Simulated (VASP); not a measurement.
# Ti in VASP: single point with r2SCAN

Aim: the single point of Ti with r2SCAN.

Everything below comes from runs of VASP 6.6.1. Logs are shortened: lines on timing, memory, paths and dates and some standing lists are left out, and cuts for length are marked.

## (1) The cell of the first run

The cell holds a slab with vacuum, 4 atoms: a = 2.816 Å, b = 2.816 Å, c = 23.898 Å, α = 90.00°, β = 90.00°, γ = 109.47°.

## (2) Single point, r2SCAN

Contents of POSCAR:

```
Ti
1.0
    2.8161325216      0.0000000000      0.0000000000
   -0.9387108405      2.6550752037      0.0000000000
    0.0000000000      0.0000000000     23.8980877261
Ti
4
Direct
    0.5000000000      0.5000000000      0.3556769938
    0.0000000000      0.0000000000      0.4518923313
    0.5000000000      0.5000000000      0.5511879141
    0.0000000000      0.0000000000      0.6393915779
```

Contents of INCAR.step1:

```
ALGO = Normal
DIPOL = 0.5 0.5 0.500
EDIFF = 1E-4
ENCUT = 520
GGA = PE
IDIPOL = 3
ISMEAR = 0
LASPH = True
LCHARG = False
LDIPOL = True
LREAL = False
LWAVE = True
NBANDS = 32
NELM = 80
PREC = Accurate
SIGMA = 0.1
```

Contents of INCAR.step2:

```
ALGO = Normal
DIPOL = 0.5 0.5 0.500
EDIFF = 1E-6
ENCUT = 520
IDIPOL = 3
ISIF = 2
ISMEAR = 0
ISTART = 1
LASPH = True
LCHARG = False
LDIPOL = True
LMIXTAU = True
LREAL = False
LWAVE = False
METAGGA = R2SCAN
NBANDS = 32
NELM = 80
PREC = Accurate
SIGMA = 0.1
```

Contents of KPOINTS:

```
k-points
0
Gamma
  11 11 1
```

Potentials or basis: VASP PAW PBE potentials, release 64 (Ti_sv).

Started as:

```bash
cat potpaw_PBE.64/Ti_sv/POTCAR > POTCAR
cp INCAR.step1 INCAR
mpirun -np 1 vasp_std > vasp.out
cp INCAR.step2 INCAR
mpirun -np 1 vasp_std > vasp.out
```

OUTCAR:

```text
EDIFF = 1E-6
   ENCUT = 520
   ISIF = 2
   ISMEAR = 0
   ISTART = 1
   LASPH = True
   LREAL = False
   METAGGA = R2SCAN
   NELM = 80
   PREC = Accurate

 ion  position               nearest neighbor table
   1  0.500  0.500  0.356-   2 2.82   2 2.82
   2  0.000  0.000  0.452-   1 2.82   1 2.82   3 2.88   3 2.88
   3  0.500  0.500  0.551-   4 2.66   4 2.66   2 2.88   2 2.88
   4  0.000  0.000  0.639-   3 2.66   3 2.66

  LATTYP: Found a base centered orthorhombic cell.
 ALAT       =     3.2517897389
 B/A-ratio  =     1.4142135623
 C/A-ratio  =     7.3492106332

  Lattice vectors:

 A1 = (   2.8161325216,   0.0000000000,   0.0000000000)
 A2 = (  -0.9387108405,   2.6550752037,   0.0000000000)
 A3 = (   0.0000000000,   0.0000000000,  23.8980877261)

Analysis of symmetry for initial positions (statically):
=====================================================================
 Subroutine PRICEL returns:
 Original cell was already a primitive cell.

 Routine SETGRP: Setting up the symmetry group for a
 base centered orthorhombic supercell.

 Subroutine GETGRP returns: Found  4 space group operations
 (whereof  4 operations were pure point group operations)
 out of a pool of  8 trial point group operations.

The static configuration has the point symmetry C_2v.

Analysis of symmetry for dynamics (positions and initial velocities):
=====================================================================
 Subroutine PRICEL returns:
 Original cell was already a primitive cell.

 Routine SETGRP: Setting up the symmetry group for a
 base centered orthorhombic supercell.

 Subroutine GETGRP returns: Found  4 space group operations
 (whereof  4 operations were pure point group operations)
 out of a pool of  8 trial point group operations.

The dynamic configuration has the point symmetry C_2v.

 Subroutine INISYM returns: Found  4 space group operations
 (whereof  4 operations are pure point group operations),
 and found     1 'primitive' translations

----------------------------------------------------------------------------------------

                                     Primitive cell

  volume of cell :     178.6870

  direct lattice vectors                    reciprocal lattice vectors
     2.816132522  0.000000000  0.000000000     0.355096925  0.125545722  0.000000000
    -0.938710840  2.655075204  0.000000000     0.000000000  0.376637166  0.000000000
     0.000000000  0.000000000 23.898087726     0.000000000  0.000000000  0.041844352

  length of vectors
     2.816132522  2.816132522 23.898087726     0.376637166  0.376637166  0.041844352

  position of ions in fractional coordinates (direct lattice)
     0.500000000  0.500000000  0.355676994
     0.000000000  0.000000000  0.451892331
     0.500000000  0.500000000  0.551187914
     0.000000000  0.000000000  0.639391578

  ion indices of the primitive-cell ions
   primitive index   ion index
                 1           1
                 2           2
                 3           3
                 4           4

----------------------------------------------------------------------------------------

 KPOINTS: k-points

Automatic generation of k-mesh.
 Grid dimensions read from file:
 generate k-points for:   11   11    1

 Generating k-lattice:

  Cartesian coordinates                     Fractional coordinates (reciprocal lattice)
     0.032281539  0.011413247  0.000000000     0.090909091 -0.000000000  0.000000000
     0.000000000  0.034239742  0.000000000     0.000000000  0.090909091  0.000000000
     0.000000000  0.000000000  0.041844352     0.000000000  0.000000000  1.000000000

  Length of vectors
     0.034239742  0.034239742  0.041844352

  Shift w.r.t. Gamma in fractional coordinates (k-lattice)
     0.000000000  0.000000000  0.000000000

 Subroutine IBZKPT returns following result:
 ===========================================

 Found     36 irreducible k-points:

 Following reciprocal coordinates:
            Coordinates               Weight
  0.000000  0.000000  0.000000      1.000000
  0.090909 -0.000000  0.000000      4.000000
  0.181818 -0.000000  0.000000      4.000000
  0.272727 -0.000000  0.000000      4.000000
  0.363636 -0.000000  0.000000      4.000000
  0.454545  0.000000  0.000000      4.000000
[... 16 lines left out ...]
 -0.272727  0.181818  0.000000      4.000000
 -0.181818  0.181818  0.000000      2.000000
 [... further k-points ...]
   k-points           NKPTS =     36   k-points in BZ     NKDIM =     36   number of bands    NBANDS=     32
   number of dos      NEDOS =    301   number of ions     NIONS =      4
   total plane-waves  NPLWV = 103680
   dimension x,y,z NGX =    24 NGY =   24 NGZ =  180
   dimension x,y,z NGXF=    48 NGYF=   48 NGZF=  360
   ions per type =               4
   NGX,Y,Z   is equivalent  to a cutoff of  14.17, 14.17, 12.52 a.u.
   NGXF,Y,Z  is equivalent  to a cutoff of  28.34, 28.34, 25.04 a.u.
 SYSTEM =  unknown system
   PREC   = accura    normal or accurate (medium, high low for compatibility)
   ISTART =      1    job   : 0-new  1-cont  2-samecut
   ICHARG =      0    charge: 1-file 2-atom 10-const
   ISPIN  =      1    spin polarized calculation?
   LNONCOLLINEAR =      F non collinear calculations
   LSORBIT =      F    spin-orbit coupling
   LASPH  =      T    aspherical Exc in radial PAW
   ENCUT  =  520.0 eV  38.22 Ry    6.18 a.u.   5.24  5.24 44.43*2*pi/ulx,y,z
   NELM   =     80;   NELMIN=  2; NELMDL=  0     # of ELM steps
   EDIFF  = 0.1E-05   stopping-criterion for ELM
   LREAL  =      F    real-space projection
   EDIFFG = 0.1E-04   stopping-criterion for IOM
   NSW    =      0    number of steps for IOM
   IBRION =     -1    ionic relax: 0-MD 1-quasi-New 2-CG
   NFREE  =      0    steps in history (QN), initial steepest desc. (CG)
   ISIF   =      2    stress and relaxation
   ISYM   =      2    0-nonsym 1-usesym 2-fastsym
   POTIM  = 0.5000    time-step for ionic-motion
   TEBEG  =    0.0;   TEEND  =   0.0 temperature during run
   PSTRESS=    0.0 pullay stress
   NELECT =      48.0000    total number of electrons
   NUPDOWN=      -1.0000    fix difference up-down
   EMIN   =  10.00;   EMAX   =-10.00  energy-range for DOS
   EFERMI =   0.00;   METHOD = LEGACY
   ISMEAR =     0;   SIGMA  =   0.10  broadening in eV -4-tet -1-fermi 0-gaus
   EFERMI_NEDOS =   21; number of points for ismear=-14 and -15
   IALGO  =     38    algorithm
   IMIX   =      4    mixing-type and parameters
     AMIX     =   0.40;   BMIX     =  1.00
     AMIX_MAG =   1.60;   BMIX_MAG =  1.00
  volume/ion in A,a.u.               =      44.67       301.46
  Fermi-wavevector in a.u.,A,eV,Ry     =   1.056309  1.996134 15.181221  1.115788
  Thomas-Fermi vector in A             =   2.191540
   LORBIT       =      0    0 simple, 1 ext, 2 COOP (PROOUT), +10 PAW based schemes
   METAGGA = R2SCAN    functional components
   LHFCALC =     F    Hartree Fock is set to
   AEXX    =    0.0000 exact exchange contribution
   IVDW    =     0    specifies the selected vdW correction
   LEPSILON=     F    determine dielectric tensor
   LRPA    =     F    only Hartree local field effects (RPA)
 non-spin polarized calculation
 Gauss-broadening in eV      SIGMA  =   0.10
  energy-cutoff  :      520.00
  volume of cell :      178.69
 maximum number of plane-waves:      4846
 NGX is ok and might be reduce to    24
   NGX = 11   NGY = 11   NGZ = 89

 dipolmoment           0.000000      0.000000     -0.000414 electrons x Angstroem

 number of electron      47.9999989 magnetization

 dipolmoment           0.000000      0.000000      0.000866 electrons x Angstroem

 Free energy of the ion-electron system (eV)
  ---------------------------------------------------
  ext. energy  EPLUGINS =         0.00000000
  ---------------------------------------------------
  free energy    TOTEN  =       -49.43611174 eV

  energy without entropy =      -49.38372835  energy(sigma->0) =      -49.40992004

 E-fermi :   0.5957     XC(G=0):  -5.5797

 val. band max:        0.5875478177   @ k =   0.3636   0.1818   0.0000
 cond. band min:       0.5993009758   @ k =   0.1818   0.1818   0.0000
 fundamental gap:      0.0117531581
 Fermi energy:         0.5956668904

 k-point     1 :       0.0000    0.0000    0.0000
  band No.  band energies     occupation
      1     -58.5041      2.00000
      2     -58.3822      2.00000
      3     -58.2670      2.00000
      4     -58.0911      2.00000
      5     -33.8646      2.00000
      6     -33.7877      2.00000
[... 24 lines left out ...]
     31       2.5347      0.00000
     32       3.0747      0.00000

 k-point     2 :       0.0909   -0.0000    0.0000
  band No.  band energies     occupation
      1     -58.4980      2.00000
      2     -58.3753      2.00000
      3     -58.2616      2.00000
      4     -58.0869      2.00000
      5     -33.8522      2.00000
      6     -33.7821      2.00000
[... 24 lines left out ...]
     31       2.6315      0.00000
     32       3.0077      0.00000

 k-point     3 :       0.1818   -0.0000    0.0000
  band No.  band energies     occupation
      1     -58.4818      2.00000
      2     -58.3566      2.00000
      3     -58.2470      2.00000
      4     -58.0757      2.00000
      5     -33.8210      2.00000
      6     -33.7693      2.00000
[... 24 lines left out ...]
     31       2.8492      0.00000
     32       3.0110      0.00000

 k-point     4 :       0.2727   -0.0000    0.0000
  band No.  band energies     occupation
      1     -58.4604      2.00000
      2     -58.3320      2.00000
      3     -58.2276      2.00000
      4     -58.0612      2.00000
      5     -33.7965      2.00000
      6     -33.7631      2.00000
[... 654 lines left out ...]
     31       2.8969      0.00000
     32       3.0510      0.00000

 k-point    23 :      -0.2727    0.1818    0.0000
  band No.  band energies     occupation
      1     -58.4497      2.00000
      2     -58.3242      2.00000
      3     -58.2153      2.00000
      4     -58.0438      2.00000
      5     -33.7882      2.00000
      6     -33.7319      2.00000
[... 24 lines left out ...]
     31       2.5827      0.00000
     32       2.6328      0.00000

 k-point    24 :      -0.1818    0.1818    0.0000
  band No.  band energies     occupation
      1     -58.4681      2.00000
      2     -58.3442      2.00000
      3     -58.2326      2.00000
      4     -58.0590      2.00000
      5     -33.8137      2.00000
      6     -33.7466      2.00000
[... 24 lines left out ...]
     31       2.1411      0.00000
     32       2.2230      0.00000

 [... further k-points ...]

------------------------ aborting loop because EDIFF is reached ----------------------------------------

 vacuum level on the upper side and lower side of the slab       (xc-potential included)        -0.024        -0.053

  FORCE on cell =-STRESS in cart. coord.  units (eV):
  Direction    XX          YY          ZZ          XY          YZ          ZX
  --------------------------------------------------------------------------------------
  -------------------------------------------------------------------------------------
  Total       -1.6743984     -1.2874571     -1.0873412      0.5472176      0.0000000      0.0000000
  in kB      -15.0133053    -11.5438399     -9.7495228      4.9065650      0.0000000      0.0000000
  external PRESSURE =     -12.1022227 kB  Pullay stress =       0.0000000 kB

 VOLUME and BASIS-vectors are now :
 -----------------------------------------------------------------------------
  energy-cutoff  :      520.00
  volume of cell :      178.69
      direct lattice vectors                 reciprocal lattice vectors
     2.816132522  0.000000000  0.000000000     0.355096925  0.125545722  0.000000000
    -0.938710840  2.655075204  0.000000000     0.000000000  0.376637166  0.000000000
     0.000000000  0.000000000 23.898087726     0.000000000  0.000000000  0.041844352

 POSITION                                       TOTAL-FORCE (eV/Angst)
 -----------------------------------------------------------------------------------
      0.93871      1.32754      8.50000         0.000000      0.000000      0.478265
      0.00000      0.00000     10.79936        -0.000000      0.000000     -0.475826
      0.93871      1.32754     13.17234        -0.000000      0.000000     -0.046209
      0.00000      0.00000     15.28024        -0.000000      0.000000      0.043770
 -----------------------------------------------------------------------------------
    total drift:                               -0.000000     -0.000000      0.000226

  FREE ENERGIE OF THE ION-ELECTRON SYSTEM (eV)
  ---------------------------------------------------
  free  energy   TOTEN  =       -49.4361117378 eV

  energy  without entropy=      -49.3837283486  energy(sigma->0) =      -49.40992004

 vacuum level on the upper side and lower side of the slab         5.029         4.994
```

Run time: 18 min. Hardware: 1 thread of Intel Xeon Platinum 8559C (Emerald Rapids), shared host; peak memory 0.43 GiB.

Results:

```yaml
Free_energy: -49.4361 eV
Largest_force: 0.478 eV/Å
Band_gap_on_the_k_mesh: zero (bands 24 and 25 overlap by 0.69 eV)
```

Forces in eV/Å, atoms in the order of the input:
```
Ti   0.000  0.000  0.478
Ti   0.000  0.000 -0.476
Ti   0.000  0.000 -0.046
Ti   0.000  0.000  0.044
```

Caveat: the PAW data sets were made with another functional, which shifts forces and pressure a little.
